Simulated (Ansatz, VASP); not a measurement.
C10O in VASP and in Ansatz

The input INCAR:

```
SYSTEM = C10O
  PREC = Accurate
  ENCUT = 520
  EDIFF = 1E-6
  ISMEAR = -4
  SIGMA = 0.1
  LREAL = .False.
  LASPH = .True.
  NELM = 100
  ALGO = Normal
  ISIF = 2
  LWAVE = .False.
  LCHARG = .False.
  LDIPOL = .True.
  IDIPOL = 3
  DIPOL = 0.5 0.5 0.491
  GGA = PE
  IVDW = 12
  NBANDS = 34
```

The input KPOINTS:

```
Automatic mesh
0
Gamma
  12 12 1
  0 0 0
```

POSCAR

```
C10O
1.0
    2.4649796668      0.0000000000      0.0000000000
   -1.2324898334      2.1347350113      0.0000000000
    0.0000000000      0.0000000000     32.4768659153
C O
10 1
Direct
    0.0000000000      0.0000000000      0.2617247692
    0.6666666666      0.3333333333      0.2617247620
    0.0000000000      0.0000000000      0.3654668122
    0.3333333333      0.6666666667      0.3654668050
   -0.1037256181     -0.2074512362      0.4694349414
    0.5630650907      0.1261301813      0.4694254725
   -0.1099025422     -0.2198050845      0.5730912659
    0.2234173942      0.4468347883      0.5729978659
    0.1837022296      0.3674044592      0.6781104216
    0.8489321430      0.6978642860      0.6690452560
    0.2470297093      0.4940594186      0.7198890893
```

Input for Ansatz:

```yaml
crystal:
  lattice:
    - [2.4649796668, 0.0, 0.0]
    - [-1.2324898334, 2.1347350113, 0.0]
    - [0.0, 0.0, 32.4768659153]
  atoms:
    - { symbol: C, position: [0.0, 0.0, 0.2617247692] }
    - { symbol: C, position: [0.6666666666, 0.3333333333, 0.261724762] }
    - { symbol: C, position: [0.0, 0.0, 0.3654668122] }
    - { symbol: C, position: [0.3333333333, 0.6666666667, 0.365466805] }
    - { symbol: C, position: [-0.1037256181, -0.2074512362, 0.4694349414] }
    - { symbol: C, position: [0.5630650907, 0.1261301813, 0.4694254725] }
    - { symbol: C, position: [-0.1099025422, -0.2198050845, 0.5730912659] }
    - { symbol: C, position: [0.2234173942, 0.4468347883, 0.5729978659] }
    - { symbol: C, position: [0.1837022296, 0.3674044592, 0.6781104216] }
    - { symbol: C, position: [0.848932143, 0.697864286, 0.669045256] }
    - { symbol: O, position: [0.2470297093, 0.4940594186, 0.7198890893] }
basis:
  ecutwfc: 420
  xc_grid: 3
kpoints:
  mp_grid: { grid: [12, 12, 1] }
hamiltonian:
  xc: pbe
  dispersion: d3bj
scf:
  occupations: { method: tetrahedron_uncorrected }
output:
  forces: true
  eigenvalues: true
efield:
  axis: 3
  dipole_correction: true
  ramp_width: 0.04
```

Alike in both runs: task single point; functional PBE; dispersion D3(BJ); k mesh 12 × 12 × 1; no spin polarisation.

|  | VASP | Ansatz |
| --- | --- | --- |
| version | VASP 6.6.1 | Ansatz 0.2.0 |
| potentials or method | VASP PAW PBE potentials, release 64 (C, O), cutoff 520 eV | scalar-relativistic, plane waves, PAW |
| occupations | tetrahedron | tetrahedron-uncorrected |
| valence electrons in the cell | 46 | 46 |

|  | VASP | Ansatz | Ansatz less VASP |
| --- | --- | --- | --- |
| gap on the k mesh at the Fermi level (eV) | none | none | - |
| rms of the force components (eV/Å) | 0.055 | 0.019 | -0.0359 |

Atom by atom the forces differ by 0.064 eV/Å (rms over components). A gap of «none» marks a metal or a gap that the smearing closes. Ansatz's warnings: band table not solved further.
